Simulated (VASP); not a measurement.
A run of VASP 6.6.1 is set up as follows.

INCAR

```
PREC = Accurate ; ENCUT = 520
EDIFF = 1E-6 ; ISMEAR = -1
SIGMA = 0.05 ; LREAL = False
LASPH = True ; NELM = 150
ALGO = Normal ; ISIF = 2
LWAVE = False ; LCHARG = False
ISPIN = 2 ; MAGMOM = 1 1 1 0 0
LORBIT = 11 ; LMAXMIX = 6
GGA = PE ; NBANDS = 56
```

KPOINTS

```
Automatic mesh
0
Gamma
  5 5 5
```

Contents of POSCAR:

```
Yb3InC
1.0
    4.9948163547      0.0000000000      0.0000000000
    0.0000000000      4.9948163547      0.0000000000
    0.0000000000      0.0000000000      4.9948163547
Yb In C
3 1 1
Direct
    0.0000000000      0.5000000000      0.5000000000
    0.5000000000      0.5000000000      0.0000000000
    0.5000000000      0.0000000000      0.5000000000
    0.0000000000      0.0000000000      0.0000000000
    0.5000000000      0.5000000000      0.5000000000
```

Potentials or basis: VASP PAW PBE potentials, release 64 (Yb, In_d, C).

Launch:

```bash
$ cat potpaw_PBE.64/Yb/POTCAR potpaw_PBE.64/In_d/POTCAR potpaw_PBE.64/C/POTCAR > POTCAR
$ mpirun -np 1 vasp_std > vasp.out
```

**Question.** Predict the pressure.

**Answer.** -0.7 GPa.

**Question.** Predict the net moment.

**Answer.** 0.09 μB per cell.

 The state reached can hang on the start; a lower one may exist.
